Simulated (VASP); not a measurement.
# C (Im-3m) in VASP: notebook

Runs on C. Level: PBEsol. Tasks: single point.

Program: VASP 6.6.1. These are calculated values, not measurements. Logs are shortened: lines on timing, memory, paths and dates and some standing lists are left out, and cuts for length are marked.

### Step 1. The cell of the first run

It takes space group Im-3m (No. 229, cubic). Conventional cell: a = 2.342 Å, b = 2.342 Å, c = 2.342 Å, α = 90.00°, β = 90.00°, γ = 90.00°. Within 2.7 Å of C (site symmetry m-3m) lie 14 C at 2.03 to 2.34 Å.

### Step 2. Single point, PBEsol

Input file INCAR:

```
SYSTEM = C
  ALGO = Normal
  EDIFF = 1E-7
  ENCUT = 520
  GGA = PS
  ISIF = 2
  ISMEAR = -1
  LASPH = .TRUE.
  LCHARG = .FALSE.
  LREAL = .FALSE.
  LWAVE = .FALSE.
  NBANDS = 8
  NELM = 100
  PREC = Accurate
  SIGMA = 0.08
```

Input file KPOINTS:

```
k-points
0
G
  22 22 22
  0 0 0
```

Input file POSCAR:

```
C
1.0
   -1.1710049440      1.1710049440      1.1710049440
    1.1710049440     -1.1710049440      1.1710049440
    1.1710049440      1.1710049440     -1.1710049440
C
1
Direct
    0.0000000000      0.0000000000      0.0000000000
```

Potentials or basis: VASP PAW PBE potentials, release 64 (C).

On the command line:

```bash
$ cat potpaw_PBE.64/C/POTCAR > POTCAR
$ mpirun -np 1 vasp_std > vasp.out
```

OUTCAR:

```text
SYSTEM = C
   EDIFF = 1E-7
   ENCUT = 520
   GGA = PS
   ISIF = 2
   ISMEAR = -1
   LASPH = .TRUE.
   LREAL = .FALSE.
   NELM = 100
   PREC = Accurate

 ion  position               nearest neighbor table
   1  0.000  0.000  0.000-

  LATTYP: Found a body centered cubic cell.
 ALAT       =     2.3420098880

  Lattice vectors:

 A1 = (  -1.1710049440,   1.1710049440,   1.1710049440)
 A2 = (   1.1710049440,  -1.1710049440,   1.1710049440)
 A3 = (   1.1710049440,   1.1710049440,  -1.1710049440)

Analysis of symmetry for initial positions (statically):
=====================================================================
 Subroutine PRICEL returns:
 Original cell was already a primitive cell.

 Routine SETGRP: Setting up the symmetry group for a
 body centered cubic supercell.

 Subroutine GETGRP returns: Found 48 space group operations
 (whereof 48 operations were pure point group operations)
 out of a pool of 48 trial point group operations.

The static configuration has the point symmetry O_h .

Analysis of symmetry for dynamics (positions and initial velocities):
=====================================================================
 Subroutine PRICEL returns:
 Original cell was already a primitive cell.

 Routine SETGRP: Setting up the symmetry group for a
 body centered cubic supercell.

 Subroutine GETGRP returns: Found 48 space group operations
 (whereof 48 operations were pure point group operations)
 out of a pool of 48 trial point group operations.

The dynamic configuration has the point symmetry O_h .

 Subroutine INISYM returns: Found 48 space group operations
 (whereof 48 operations are pure point group operations),
 and found     1 'primitive' translations

----------------------------------------------------------------------------------------

                                     Primitive cell

  volume of cell :       6.4230

  direct lattice vectors                    reciprocal lattice vectors
    -1.171004944  1.171004944  1.171004944     0.000000000  0.426983680  0.426983680
     1.171004944 -1.171004944  1.171004944     0.426983680  0.000000000  0.426983680
     1.171004944  1.171004944 -1.171004944     0.426983680  0.426983680  0.000000000

  length of vectors
     2.028240059  2.028240059  2.028240059     0.603846111  0.603846111  0.603846111

[... 76 lines left out ...]
   ENCUT  =  520.0 eV  38.22 Ry    6.18 a.u.   3.77  3.77  3.77*2*pi/ulx,y,z
   NELM   =    100;   NELMIN=  2; NELMDL= -5     # of ELM steps
   EDIFF  = 0.1E-06   stopping-criterion for ELM
   LREAL  =      F    real-space projection
   EDIFFG = 0.1E-05   stopping-criterion for IOM
   NSW    =      0    number of steps for IOM
   IBRION =     -1    ionic relax: 0-MD 1-quasi-New 2-CG
   NFREE  =      0    steps in history (QN), initial steepest desc. (CG)
   ISIF   =      2    stress and relaxation
   ISYM   =      2    0-nonsym 1-usesym 2-fastsym
   POTIM  = 0.5000    time-step for ionic-motion
   TEBEG  =    0.0;   TEEND  =   0.0 temperature during run
   PSTRESS=    0.0 pullay stress
   NELECT =       4.0000    total number of electrons
   NUPDOWN=      -1.0000    fix difference up-down
   EMIN   =  10.00;   EMAX   =-10.00  energy-range for DOS
   EFERMI =   0.00;   METHOD = LEGACY
   ISMEAR =    -1;   SIGMA  =   0.08  broadening in eV -4-tet -1-fermi 0-gaus
   EFERMI_NEDOS =   21; number of points for ismear=-14 and -15
   IALGO  =     38    algorithm
   IMIX   =      4    mixing-type and parameters
     AMIX     =   0.40;   BMIX     =  1.00
     AMIX_MAG =   1.60;   BMIX_MAG =  1.00
  volume/ion in A,a.u.               =       6.42        43.34
  Fermi-wavevector in a.u.,A,eV,Ry     =   1.398029  2.641891 26.592374  1.954484
  Thomas-Fermi vector in A             =   2.521227
   LORBIT       =      0    0 simple, 1 ext, 2 COOP (PROOUT), +10 PAW based schemes
   GGA     = PS    functional components
   LHFCALC =     F    Hartree Fock is set to
   AEXX    =    0.0000 exact exchange contribution
   IVDW    =     0    specifies the selected vdW correction
   LEPSILON=     F    determine dielectric tensor
   LRPA    =     F    only Hartree local field effects (RPA)
 non-spin polarized calculation
  energy-cutoff  :      520.00
  volume of cell :        6.42
 maximum number of plane-waves:       182
   NGX =  7   NGY =  7   NGZ =  7

 number of electron       4.0000000 magnetization

 Free energy of the ion-electron system (eV)
  ---------------------------------------------------
  ext. energy  EPLUGINS =         0.00000000
  ---------------------------------------------------
  free energy    TOTEN  =        -5.43255652 eV

  energy without entropy =       -5.42523405  energy(sigma->0) =       -5.42889528

 E-fermi :   9.0295     XC(G=0): -13.4104

 val. band max:        8.9759660791   @ k =  -0.4545  -0.4545   0.1818
 cond. band min:       9.0371520125   @ k =  -0.3636   0.3636   0.3182
 fundamental gap:      0.0611859335
 Fermi energy:         9.0295251763

 k-point     1 :       0.0000    0.0000    0.0000
  band No.  band energies     occupation
      1     -11.1383      2.00000
      2      18.5418      0.00000
      3      18.5418      0.00000
      4      18.5418      0.00000
      5      42.8778      0.00000
      6      42.8778      0.00000
      7      42.8778      0.00000
      8      45.9172      0.00000
[... 243 lines left out ...]
 k-point    24 :       0.1364    0.0909    0.0000
  band No.  band energies     occupation
      1      -9.3374      2.00000
      2      14.6727      0.00000
      3      16.3187      0.00000
      4      17.6806      0.00000
      5      35.5948      0.00000
      6      36.8073      0.00000
      7      43.7540      0.00000
      8      45.3090      0.00000

 [... further k-points ...]

------------------------ aborting loop because EDIFF is reached ----------------------------------------

  FORCE on cell =-STRESS in cart. coord.  units (eV):
  Direction    XX          YY          ZZ          XY          YZ          ZX
  --------------------------------------------------------------------------------------
  -------------------------------------------------------------------------------------
  Total        0.0095273      0.0095273      0.0095273      0.0000000     -0.0000000     -0.0000000
  in kB        2.3765461      2.3765461      2.3765461      0.0000000     -0.0000000     -0.0000000
  external PRESSURE =       2.3765461 kB  Pullay stress =       0.0000000 kB

 VOLUME and BASIS-vectors are now :
 -----------------------------------------------------------------------------
  energy-cutoff  :      520.00
  volume of cell :        6.42
      direct lattice vectors                 reciprocal lattice vectors
    -1.171004944  1.171004944  1.171004944     0.000000000  0.426983680  0.426983680
     1.171004944 -1.171004944  1.171004944     0.426983680  0.000000000  0.426983680
     1.171004944  1.171004944 -1.171004944     0.426983680  0.426983680  0.000000000

 POSITION                                       TOTAL-FORCE (eV/Angst)
 -----------------------------------------------------------------------------------
      0.00000      0.00000      0.00000        -0.000000      0.000000     -0.000000
 -----------------------------------------------------------------------------------
    total drift:                                0.000000     -0.000000      0.000000

  FREE ENERGIE OF THE ION-ELECTRON SYSTEM (eV)
  ---------------------------------------------------
  free  energy   TOTEN  =        -5.4325565193 eV

  energy  without entropy=       -5.4252340500  energy(sigma->0) =       -5.42889528
```

OSZICAR:

```text
N       E                     dE             d eps       ncg     rms          rms(c)
DAV:   1    -0.372792895414E+01   -0.37279E+01   -0.24444E+03  5840   0.488E+02
DAV:   2    -0.542676150271E+01   -0.16988E+01   -0.15583E+01  6864   0.288E+01
DAV:   3    -0.543222575369E+01   -0.54643E-02   -0.54626E-02  5856   0.171E+00
DAV:   4    -0.543222704748E+01   -0.12938E-05   -0.12938E-05  7480   0.234E-02
DAV:   5    -0.543222704732E+01    0.15783E-09   -0.80940E-10  5952   0.118E-04    0.113E+00
DAV:   6    -0.543223283464E+01   -0.57873E-05   -0.99999E-04  5664   0.189E-01    0.655E-01
DAV:   7    -0.543255405352E+01   -0.32122E-03   -0.16268E-03  5736   0.247E-01    0.370E-02
DAV:   8    -0.543255653303E+01   -0.24795E-05   -0.32191E-05  5456   0.421E-02    0.559E-03
DAV:   9    -0.543255651928E+01    0.13746E-07   -0.11545E-07  6792   0.324E-03
   1 F= -.54325565E+01 E0= -.54288953E+01  d E =-.732247E-02
```

stdout:

```text
POSCAR found type information on POSCAR C
 POSCAR found :  1 types and       1 ions
 scaLAPACK will be used
 -----------------------------------------------------------------------------
|                                                                             |
|                                                                             |
|     You enforced a specific xc type in the INCAR file but a different       |
|     I HOPE YOU KNOW WHAT YOU ARE DOING!                                     |
|                                                                             |
 -----------------------------------------------------------------------------

 LDA part: xc-table for (Slater+PW92), standard interpolation
 POSCAR, INCAR and KPOINTS ok, starting setup
 FFT: planning ... GRIDC
 FFT: planning ... GRID_SOFT
 FFT: planning ... GRID
 WAVECAR not read
 entering main loop
```

Run time: 7.2 s. Hardware: 1 thread of Intel Xeon Platinum 8375C at 2.90GHz (Ice Lake), shared host; peak memory 0.12 GiB.

What came out:

| Quantity | Value |
| --- | --- |
| Free energy | -5.4326 eV |
| Pressure | 0.2 GPa |
| Band gap on the k mesh | zero (band 2 reaches 18.54 eV, above the bottom of band 3 at 3.78 eV) |

Levels at points of the mesh, in eV from the Fermi level:
```csv
k point,band 1,band 2,band 3,band 4,band 5
"(0.00, 0.00, 0.00)",-20.17,9.51,9.51,9.51,33.85
"(0.50, 0.00, 0.00)",-9.28,-8.63,4.63,8.00,22.16
"(0.50, 0.50, 0.50)",-1.64,-1.64,-1.64,1.19,11.85
```

Caveat: the PAW data sets were made with another functional, which shifts forces and pressure a little.

### Step 3. Single point, PBEsol

Input file INCAR:

```
  PREC = Accurate
  ENCUT = 520
  EDIFF = 1E-6
  ISMEAR = -1
  SIGMA = 0.08
  LREAL = F
  LASPH = T
  NELM = 80
  ALGO = Normal
  ISIF = 2
  LWAVE = F
  LCHARG = T
  GGA = PS
  LELF = T
  LVHAR = T
  NBANDS = 8
```

Input file KPOINTS:

```
regular mesh
0
Gamma
  22 22 22
```

POSCAR is that of step 2.

Potentials or basis: VASP PAW PBE potentials, release 64 (C).

On the command line:

```bash
$ cat potpaw_PBE.64/C/POTCAR > POTCAR
$ mpirun -np 1 vasp_std > vasp.out
```

Run time: 7.6 s. Hardware: 1 thread of Intel Xeon Platinum 8375C at 2.90GHz (Ice Lake), shared host; peak memory 0.12 GiB.

It converged, with:

```
Free energy            : -5.4326 eV
Pressure               : 0.2 GPa
Band gap on the k mesh : zero (band 2 reaches 18.54 eV, above the bottom of band 3 at 3.78 eV)
```

Levels at points of the mesh, in eV from the Fermi level:
```
           k point  band 1  band 2  band 3  band 4  band 5  band 6
(0.00, 0.00, 0.00)  -20.17    9.51    9.51    9.51   33.85   33.85
(0.50, 0.00, 0.00)   -9.28   -8.63    4.63    8.00   22.16   23.07
(0.50, 0.50, 0.50)   -1.64   -1.64   -1.64    1.19   11.85   11.85
```

Caveat: the PAW data sets were made with another functional, which shifts forces and pressure a little.
